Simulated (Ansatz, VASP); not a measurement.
One calculation of Ni2C3, two programs

```
CELL_PARAMETERS angstrom
2.56005 0.00000 0.00000
-1.28003 2.21707 0.00000
0.00000 0.00000 8.09921
ATOMIC_POSITIONS crystal
Ni 0.33333 0.66667 0.14891
Ni 0.66667 0.33333 0.85109
C 0.00000 0.00000 0.00000
C 0.33333 0.66667 0.49938
C 0.66667 0.33333 0.50062
```

Alike in both runs: functional PBE; k mesh 6 × 6 × 4; occupations gaussian, width 0.1 eV; no spin polarisation.

Ansatz relaxed the structure, and its values are those at the end. VASP's run is a single point on that final structure, the one shown.

|  | VASP | Ansatz |
| --- | --- | --- |
| version | VASP 6.6.1 | Ansatz 0.2.0 |
| potentials or method | VASP PAW PBE potentials, release 64 (Ni, C), cutoff 520 eV | scalar-relativistic, plane waves, PAW |
| valence electrons in the cell | 32 | 48 |

VASP gave:

```
gap on the k mesh at the Fermi level (eV) : none
pressure (GPa)                            : 0.7
rms of the force components (eV/Å)        : 0.030
```

Problem. Estimate Ansatz's values.

Solution. gap on the k mesh at the Fermi level (eV): none; pressure (GPa): 0.0; rms of the force components (eV/Å): 0.001.

A gap of «none» marks a metal or a gap that the smearing closes. With one functional, cell and mesh, what is left measures potentials, basis and numerics. VASP's potentials hold 32 valence electrons a cell and Ansatz's 48, so a difference there can come from the potentials and not from the codes.

The k mesh is coarse, so the values compare programs but aren't converged.
